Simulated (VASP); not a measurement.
# AlW3: single point with PBE

AlW3:

```
Al W
1.0
     4.19184    0.00000    0.00000
     0.00000    4.19184    0.00000
     0.00000    0.00000    4.19184
Al W
1 3
Direct
  0.00000 0.00000 0.00000
  0.50000 0.00000 0.00000
  0.00000 0.50000 0.00000
  0.00000 0.00000 0.50000
```

The cell was built from a structure type or drawn by symmetry, and may not be a known phase.

* Program: VASP 6.6.1
* Task: single point
* Functional: PBE
* Potentials or basis: VASP PAW PBE potentials, release 64 (Al, W_sv)
* Cutoff: 520 eV
* k mesh: 4 × 4 × 4
* Occupations: gaussian, width 0.1 eV
* Spin: no spin polarisation
* Dipole correction: no
* Further INCAR settings: ALGO = Normal; EDIFF = 1e-06; NBANDS = 30

```
Pressure               : 51.1 GPa
Band gap on the k mesh : zero (an odd number of electrons rules out a gap without spin polarisation)
```

Levels at points of the mesh, in eV from the Fermi level:
| k point | band 20 | band 21 | band 22 | band 23 | band 24 | band 25 |
| --- | --- | --- | --- | --- | --- | --- |
| (0.00, 0.00, 0.00) | 0.44 | 0.44 | 1.36 | 1.36 | 1.36 | 1.38 |
| (0.50, 0.00, 0.00) | -2.20 | -2.12 | -0.93 | 0.03 | 0.51 | 0.58 |
| (0.50, 0.50, 0.00) | -1.52 | -1.52 | -1.27 | -0.36 | -0.36 | 0.46 |
| (0.50, 0.50, 0.50) | -1.00 | -0.17 | -0.17 | -0.17 | 1.16 | 1.16 |

It took 16 s on 1 thread of Intel(R) Xeon(R) 6975P-C (Granite Rapids) (shared host), peak memory 0.18 GiB.

Caveat: the k points lie up to 0.37 Å⁻¹ apart, too coarse for converged energies and pressures of a metal; spin-orbit coupling is left out, which moves the levels of the heavy elements.
